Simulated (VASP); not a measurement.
# Bi (Fm-3m) in VASP: further runs, part 2 of 2

VASP 6.6.1.

**4. Relaxation of cell and atoms, PBEsol**

This run uses another cell than the first one, of 32.00 Å³/atom.

Contents of INCAR:

```
SYSTEM = Bi
ALGO = Normal
EDIFF = 1E-7
EDIFFG = -0.005
ENCUT = 500
GGA = PS
GGA_COMPAT = .False.
IBRION = 2
ISIF = 3
ISMEAR = -1
LASPH = .True.
LCHARG = .False.
LREAL = .False.
LWAVE = .False.
NELM = 120
NELMIN = 4
NSW = 60
PREC = Accurate
SIGMA = 0.08
```

Contents of KPOINTS:

```
k-points
0
Gamma
  14 14 14
  0 0 0
```

Contents of POSCAR:

```
Bi
1.0
    0.0000000000      2.5198420998      2.5198420998
    2.5198420998      0.0000000000      2.5198420998
    2.5198420998      2.5198420998      0.0000000000
Bi
1
Direct
    0.0000000000      0.0000000000      0.0000000000
```

Potentials or basis: VASP PAW PBE potentials, release 64 (Bi_d).

Launch:

```
$ cat potpaw_PBE.64/Bi_d/POTCAR > POTCAR
$ mpirun -np 1 vasp_std > vasp.out
```

OUTCAR:

```text
SYSTEM = Bi
   EDIFF = 1E-7
   EDIFFG = -0.005
   ENCUT = 500
   GGA = PS
   IBRION = 2
   ISIF = 3
   ISMEAR = -1
   LASPH = .True.
   LREAL = .False.
   NELM = 120
   NELMIN = 4
   NSW = 60
   PREC = Accurate

 ion  position               nearest neighbor table
   1  0.000  0.000  0.000-

  LATTYP: Found a face centered cubic cell.
 ALAT       =     5.0396841996

  Lattice vectors:

 A1 = (   0.0000000000,   2.5198420998,   2.5198420998)
 A2 = (   2.5198420998,   0.0000000000,   2.5198420998)
 A3 = (   2.5198420998,   2.5198420998,   0.0000000000)

Analysis of symmetry for initial positions (statically):
=====================================================================
 Subroutine PRICEL returns:
 Original cell was already a primitive cell.

 Routine SETGRP: Setting up the symmetry group for a
 face centered cubic supercell.

 Subroutine GETGRP returns: Found 48 space group operations
 (whereof 48 operations were pure point group operations)
 out of a pool of 48 trial point group operations.

The static configuration has the point symmetry O_h .

Analysis of symmetry for dynamics (positions and initial velocities):
=====================================================================
 Subroutine PRICEL returns:
 Original cell was already a primitive cell.

 Routine SETGRP: Setting up the symmetry group for a
 face centered cubic supercell.

 Subroutine GETGRP returns: Found 48 space group operations
 (whereof 48 operations were pure point group operations)
 out of a pool of 48 trial point group operations.

The dynamic configuration has the point symmetry O_h .

 Subroutine INISYM returns: Found 48 space group operations
 (whereof 48 operations are pure point group operations),
 and found     1 'primitive' translations

----------------------------------------------------------------------------------------

                                     Primitive cell

[... 128 lines left out ...]

 number of electron      14.9999999 magnetization

 Free energy of the ion-electron system (eV)
  ---------------------------------------------------
  ext. energy  EPLUGINS =         0.00000000
  ---------------------------------------------------
  free energy    TOTEN  =        -4.14886169 eV

  energy without entropy =       -4.13041491  energy(sigma->0) =       -4.13963830

------------------------ aborting loop because EDIFF is reached ----------------------------------------

  FORCE on cell =-STRESS in cart. coord.  units (eV):
  Direction    XX          YY          ZZ          XY          YZ          ZX
  --------------------------------------------------------------------------------------
  -------------------------------------------------------------------------------------
  Total       -0.5860288     -0.5860288     -0.5860288     -0.0000000     -0.0000000      0.0000000
  in kB      -29.3413158    -29.3413158    -29.3413158     -0.0000000     -0.0000000      0.0000000
  external PRESSURE =     -29.3413158 kB  Pullay stress =       0.0000000 kB
[... 57 lines left out ...]
--------------------------------------- Ionic step        3  -------------------------------------------

 number of electron      15.0000002 magnetization

 Free energy of the ion-electron system (eV)
  ---------------------------------------------------
  ext. energy  EPLUGINS =         0.00000000
  ---------------------------------------------------
  free energy    TOTEN  =        -4.16608733 eV

  energy without entropy =       -4.14762897  energy(sigma->0) =       -4.15685815

 E-fermi :   8.2415     XC(G=0): -10.5821

 val. band max:        8.1933590593   @ k =   0.4286   0.2857   0.1429
 cond. band min:       8.3323104007   @ k =  -0.4286   0.4286   0.0714
 fundamental gap:      0.1389513414
 Fermi energy:         8.2414909732

 k-point     1 :       0.0000    0.0000    0.0000
  band No.  band energies     occupation
      1     -14.8293      2.00000
      2     -14.8293      2.00000
      3     -14.8293      2.00000
      4     -14.7502      2.00000
      5     -14.7502      2.00000
      6      -5.6248      2.00000
      7      13.3416      0.00000
      8      13.3416      0.00000
      9      13.3416      0.00000
     10      17.2523      0.00000
     11      17.3651      0.00000
[... 309 lines left out ...]
 k-point    24 :       0.2857    0.1429    0.0000
  band No.  band energies     occupation
      1     -14.8474      2.00000
      2     -14.7924      2.00000
      3     -14.7779      2.00000
      4     -14.7507      2.00000
      5     -14.7075      2.00000
      6      -4.3211      2.00000
      7       7.5006      1.99981
      8      10.9819      0.00000
      9      11.1009      0.00000
     10      15.5143      0.00000
     11      16.9624      0.00000

 [... further k-points ...]

------------------------ aborting loop because EDIFF is reached ----------------------------------------

  FORCE on cell =-STRESS in cart. coord.  units (eV):
  Direction    XX          YY          ZZ          XY          YZ          ZX
  --------------------------------------------------------------------------------------
  -------------------------------------------------------------------------------------
  Total       -0.0011548     -0.0011548     -0.0011548     -0.0000000      0.0000000     -0.0000000
  in kB       -0.0612252     -0.0612252     -0.0612252     -0.0000000      0.0000000     -0.0000000
  external PRESSURE =      -0.0612252 kB  Pullay stress =       0.0000000 kB
[... 16 lines left out ...]
  FREE ENERGIE OF THE ION-ELECTRON SYSTEM (eV)
  ---------------------------------------------------
  free  energy   TOTEN  =        -4.1660873291 eV

  energy  without entropy=       -4.1476289723  energy(sigma->0) =       -4.15685815

 reached required accuracy - stopping structural energy minimisation
```

Run time: 99 s. Hardware: 1 thread of Intel Xeon Platinum 8259CL at 2.50GHz (Skylake/Cascade Lake), shared host; peak memory 0.19 GiB.

What came out:

- Free energy: -4.1661 eV
- Relaxed volume: 30.22 Å³/atom
- Relaxed cell: a = 3.496 Å, b = 3.496 Å, c = 3.496 Å, α = 60.00°, β = 60.00°, γ = 60.00°
- Space group after relaxing (to 0.1 Å): Fm-3m (No. 225)
- Energy gained by relaxing: 17.2 meV/atom
- Ionic steps: 3
- Pressure after relaxing: 0.0 GPa
- Band gap on the k mesh: zero (an odd number of electrons rules out a gap without spin polarisation)

Step by step:
```csv
step,energy change (eV),largest force (eV/Å),pressure (GPa),volume (Å³)
1,0.0000,0.0000,-2.93,32.00
2,-0.0126,0.0000,1.80,29.36
3,-0.0172,0.0000,-0.01,30.22
```

Final structure:
```yaml
crystal:
  lattice:
    - [0.00000, 2.47219, 2.47219]
    - [2.47219, 0.00000, 2.47219]
    - [2.47219, 2.47219, 0.00000]
  atoms:
    - { symbol: Bi, position: [0.00000, 0.00000, 0.00000] }
```

Caveat: the PAW data sets were made with another functional, which shifts forces and pressure a little; spin-orbit coupling is left out, which moves the levels of the heavy elements.

**5. Summary**

```csv
task,cell,k mesh,gap on the mesh (eV),pressure (GPa)
single point,"a = 2.636 Å, angles 60.0°, 1 atom",17 × 17 × 17,none,364.6
single point,"a = 3.497 Å, angles 60.0°, 1 atom",14 × 14 × 14,none,0.0
relaxation of cell and atoms,"relaxed from a = 3.564 Å, angles 60.0°, 1 atom",14 × 14 × 14,none,0.0
```

Alike in all rows: level PBEsol; potentials or basis VASP PAW PBE potentials, release 64 (Bi_d); no spin polarisation; cutoff (eV) 500; smearing fermi-dirac 0.08 eV.

Caveats: the PAW data sets were made with another functional, which shifts forces and pressure a little; spin-orbit coupling is left out, which moves the levels of the heavy elements; the cell stands under pressure (at least some runs).

Absolute energies hang on the potentials; compare differences alone.
